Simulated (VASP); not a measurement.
# Si (P-1) in VASP: settings compared, part 2 of 2

VASP 6.6.1. The steps go on from the part before.

## (3) Single point, HSE06

The input, POSCAR:

```
Si
1.0
   -0.3815112600      1.9002978700      1.9720425700
    1.6960999500      0.0269397800      1.5635915300
    1.9685575700      1.7643044500     -0.2455178400
Si
1
Direct
    0.0000000000      0.0000000000      0.0000000000
```

The input, INCAR.step1:

```
SYSTEM = Si
PREC = Accurate ; ENCUT = 520
EDIFF = 1E-5 ; ISMEAR = -1
SIGMA = 0.05 ; LREAL = .FALSE.
LASPH = .TRUE. ; NELM = 80
ALGO = Normal ; ISIF = 2
LWAVE = .TRUE. ; LCHARG = .FALSE.
NBANDS = 8 ; GGA = PE
```

The input, INCAR.step2:

```
SYSTEM = Si
PREC = Accurate ; ENCUT = 520
EDIFF = 1E-6 ; ISMEAR = -1
SIGMA = 0.05 ; LREAL = .FALSE.
LASPH = .TRUE. ; NELM = 80
ALGO = Normal ; ISIF = 2
LWAVE = .FALSE. ; LCHARG = .FALSE.
GGA = PE ; LHFCALC = .TRUE.
HFSCREEN = 0.2079 ; PRECFOCK = Normal
NBANDS = 8 ; ISTART = 1
```

The input, KPOINTS:

```
regular mesh
0
G
  5 7 6
  0 0 0
```

Potentials or basis: VASP PAW PBE potentials, release 64 (Si).

Started as:

```
$ cat potpaw_PBE.64/Si/POTCAR > POTCAR
$ cp INCAR.step1 INCAR
$ mpirun -np 1 vasp_std > vasp.out
$ cp INCAR.step2 INCAR
$ mpirun -np 1 vasp_std > vasp.out
```

OUTCAR:

```text
SYSTEM = Si
   PREC = Accurate
   ENCUT = 520
   EDIFF = 1E-6
   ISMEAR = -1
   LREAL = .FALSE.
   LASPH = .TRUE.
   NELM = 80
   ISIF = 2
   GGA = PE
   LHFCALC = .TRUE.
   HFSCREEN = 0.2079
   PRECFOCK = Normal
   ISTART = 1

 ion  position               nearest neighbor table
   1  0.000  0.000  0.000-

  LATTYP: Found a triclinic cell.
 ALAT       =     2.7650740920
 B/A-ratio  =     1.3174845192
 C/A-ratio  =     0.8343396297
 COS(alpha) =     0.0199651101
 COS(beta)  =     0.3899607428
 COS(gamma) =     0.7222828227

  Lattice vectors:

 A1 = (   0.3815112600,  -1.9002978700,  -1.9720425700)
 A2 = (   0.1090536400,  -3.6376625400,  -0.1629332000)
 A3 = (  -1.6960999500,  -0.0269397800,  -1.5635915300)

Analysis of symmetry for initial positions (statically):
=====================================================================
 Subroutine PRICEL returns:
 Original cell was already a primitive cell.

 Routine SETGRP: Setting up the symmetry group for a
 triclinic supercell.

 Subroutine GETGRP returns: Found  2 space group operations
 (whereof  2 operations were pure point group operations)
 out of a pool of  2 trial point group operations.

The static configuration has the point symmetry S_2 .

Analysis of symmetry for dynamics (positions and initial velocities):
=====================================================================
 Subroutine PRICEL returns:
 Original cell was already a primitive cell.

 Routine SETGRP: Setting up the symmetry group for a
 triclinic supercell.

 Subroutine GETGRP returns: Found  2 space group operations
 (whereof  2 operations were pure point group operations)
 out of a pool of  2 trial point group operations.

The dynamic configuration has the point symmetry S_2 .

 Subroutine INISYM returns: Found  2 space group operations
 (whereof  2 operations are pure point group operations),
 and found     1 'primitive' translations

----------------------------------------------------------------------------------------

                                     Primitive cell

  volume of cell :      13.4921

  direct lattice vectors                    reciprocal lattice vectors
    -0.381511260  1.900297870  1.972042570    -0.204954549  0.258999321  0.217861257
     1.696099950  0.026939780  1.563591530     0.292455791 -0.280787548  0.327150725
     1.968557570  1.764304450 -0.245517840     0.216286933  0.292119932 -0.239649484

  length of vectors
     2.765074092  2.307010894  2.654857455     0.395664685  0.520960300  0.435368772

  position of ions in fractional coordinates (direct lattice)
     0.000000000  0.000000000  0.000000000

  ion indices of the primitive-cell ions
   primitive index   ion index
                 1           1

----------------------------------------------------------------------------------------

 KPOINTS: regular mesh

Automatic generation of k-mesh.
 Grid dimensions read from file:
 generate k-points for:    5    7    6

 Generating k-lattice:
[... 23 lines left out ...]
  0.200000  0.142857  0.000000      2.000000
  0.400000  0.142857 -0.000000      2.000000
[... 16 lines left out ...]
 -0.200000  0.000000  0.166667      2.000000
  0.000000  0.142857  0.166667      2.000000
 [... further k-points ...]
   k-points           NKPTS =    106   k-points in BZ     NKDIM =    210   number of bands    NBANDS=      8
   number of dos      NEDOS =    301   number of ions     NIONS =      1
   total plane-waves  NPLWV =   8640
   dimension x,y,z NGX =    24 NGY =   18 NGZ =   20
   dimension x,y,z NGXF=    48 NGYF=   36 NGZF=   40
   ions per type =               1
   NGX,Y,Z   is equivalent  to a cutoff of  14.43, 12.97, 12.52 a.u.
   NGXF,Y,Z  is equivalent  to a cutoff of  28.86, 25.94, 25.05 a.u.
 SYSTEM =  Si
   PREC   = accura    normal or accurate (medium, high low for compatibility)
   ISTART =      1    job   : 0-new  1-cont  2-samecut
   ICHARG =      0    charge: 1-file 2-atom 10-const
   ISPIN  =      1    spin polarized calculation?
   LNONCOLLINEAR =      F non collinear calculations
   LSORBIT =      F    spin-orbit coupling
   LASPH  =      T    aspherical Exc in radial PAW
   ENCUT  =  520.0 eV  38.22 Ry    6.18 a.u.   5.14  4.29  4.94*2*pi/ulx,y,z
   NELM   =     80;   NELMIN=  2; NELMDL=  0     # of ELM steps
   EDIFF  = 0.1E-05   stopping-criterion for ELM
   LREAL  =      F    real-space projection
   EDIFFG = 0.1E-04   stopping-criterion for IOM
   NSW    =      0    number of steps for IOM
   IBRION =     -1    ionic relax: 0-MD 1-quasi-New 2-CG
   NFREE  =      0    steps in history (QN), initial steepest desc. (CG)
   ISIF   =      2    stress and relaxation
   ISYM   =      3    0-nonsym 1-usesym 2-fastsym
   POTIM  = 0.5000    time-step for ionic-motion
   TEBEG  =    0.0;   TEEND  =   0.0 temperature during run
   PSTRESS=    0.0 pullay stress
   NELECT =       4.0000    total number of electrons
   NUPDOWN=      -1.0000    fix difference up-down
   EMIN   =  10.00;   EMAX   =-10.00  energy-range for DOS
   EFERMI =   0.00;   METHOD = LEGACY
   ISMEAR =    -1;   SIGMA  =   0.05  broadening in eV -4-tet -1-fermi 0-gaus
   EFERMI_NEDOS =   21; number of points for ismear=-14 and -15
   IALGO  =     38    algorithm
   IMIX   =      1    mixing-type and parameters
     AMIX     =   0.40;   BMIX     =  1.00
     AMIX_MAG =   1.60;   BMIX_MAG =  1.00
  volume/ion in A,a.u.               =      13.49        91.05
  Fermi-wavevector in a.u.,A,eV,Ry     =   1.091612  2.062848 16.212937  1.191617
  Thomas-Fermi vector in A             =   2.227861
   LORBIT       =      0    0 simple, 1 ext, 2 COOP (PROOUT), +10 PAW based schemes
   GGA     = PE    functional components
   LHFCALC =     T    Hartree Fock is set to
   PRECFOCK=normal    Normal, Fast or Accurate (Low or Medium for compatibility)
   ENCUT4O =  -1.0   cutoff for four orbital integrals eV
   NKREDX  =     1    reduce k-point grid by
   NKREDY  =     1    reduce k-point grid by
   NKREDZ  =     1    reduce k-point grid by
   AEXX    =    0.2500 exact exchange contribution
   HFSCREEN=    0.2079 screening length (either q_TF or 0.3 A-1)
   HFSCREENC=   0.2079 screening length for correlation (either q_TF or 0.3 A-1)
   ENCUTFOCK=  -1.0 apply spherical cutoff to Coloumb kernel
   IVDW    =     0    specifies the selected vdW correction
   LEPSILON=     F    determine dielectric tensor
   LRPA    =     F    only Hartree local field effects (RPA)
 non-spin polarized calculation
  energy-cutoff  :      520.00
  volume of cell :       13.49
 maximum number of plane-waves:       374
 NGX is ok and might be reduce to    24
  NGX = 16; NGY = 14; NGZ = 16

 number of electron       4.0000000 magnetization

 Free energy of the ion-electron system (eV)
  ---------------------------------------------------
  ext. energy  EPLUGINS =         0.00000000
  ---------------------------------------------------
  free energy    TOTEN  =        -5.46674350 eV

  energy without entropy =       -5.46476482  energy(sigma->0) =       -5.46575416

 E-fermi :  11.1259     XC(G=0):  -9.3779

 val. band max:       10.9598141398   @ k =   0.4000  -0.2857   0.1667
 cond. band min:      11.1995797709   @ k =   0.2000  -0.4286   0.3333
 fundamental gap:      0.2397656311
 Fermi energy:        11.1258730073

 k-point     1 :       0.0000    0.0000    0.0000
  band No.  band energies     occupation
      1      -6.0961      2.00000
      2      17.4370      0.00000
      3      18.5476      0.00000
      4      22.2927      0.00000
      5      22.9571      0.00000
      6      30.2226      0.00000
      7      30.8960      0.00000
      8      32.6178      0.00000
[... 243 lines left out ...]
 k-point    24 :       0.0000    0.1429    0.1667
  band No.  band energies     occupation
      1      -5.1138      2.00000
      2      15.4136      0.00000
      3      18.3537      0.00000
      4      21.1495      0.00000
      5      23.8349      0.00000
      6      26.5182      0.00000
      7      28.6222      0.00000
      8      30.8979      0.00000

 [... further k-points ...]

------------------------ aborting loop because EDIFF is reached ----------------------------------------

  FORCE on cell =-STRESS in cart. coord.  units (eV):
  Direction    XX          YY          ZZ          XY          YZ          ZX
  --------------------------------------------------------------------------------------
  -------------------------------------------------------------------------------------
  Total        1.4229677      0.1916156      1.3148581      0.0079536     -0.5386358      0.9532435
  in kB      168.9765039     22.7542251    156.1385589      0.9444824    -63.9626556    113.1970579
  external PRESSURE =     115.9564293 kB  Pullay stress =       0.0000000 kB

 VOLUME and BASIS-vectors are now :
 -----------------------------------------------------------------------------
  energy-cutoff  :      520.00
  volume of cell :       13.49
      direct lattice vectors                 reciprocal lattice vectors
    -0.381511260  1.900297870  1.972042570    -0.204954549  0.258999321  0.217861257
     1.696099950  0.026939780  1.563591530     0.292455791 -0.280787548  0.327150725
     1.968557570  1.764304450 -0.245517840     0.216286933  0.292119932 -0.239649484

 POSITION                                       TOTAL-FORCE (eV/Angst)
 -----------------------------------------------------------------------------------
      0.00000      0.00000      0.00000         0.000000      0.000000      0.000000
 -----------------------------------------------------------------------------------
    total drift:                                0.000010      0.000015     -0.000015

  FREE ENERGIE OF THE ION-ELECTRON SYSTEM (eV)
  ---------------------------------------------------
  free  energy   TOTEN  =        -5.4667435035 eV

  energy  without entropy=       -5.4647648151  energy(sigma->0) =       -5.46575416
```

Run time: 9.8 min. Hardware: 1 thread of AMD EPYC 7R43 (Zen 3), shared host; peak memory 0.19 GiB.

What came out:

```yaml
Free_energy: -5.4667 eV
Pressure: 11.6 GPa
Band_gap_on_the_k_mesh: zero (bands 2 and 3 overlap by 9.00 eV)
```

Levels at points of the mesh, in eV from the Fermi level:
```
           k point  band 1  band 2  band 3  band 4  band 5
(0.00, 0.00, 0.00)  -17.22    6.31    7.42   11.17   11.83
(0.00, 0.00, 0.50)  -10.29   -9.11    9.96   10.62   14.60
```

Caveat: the k points lie up to 0.50 Å⁻¹ apart, too coarse for converged energies and pressures of a metal; the PAW data sets were made with another functional, which shifts forces and pressure a little.
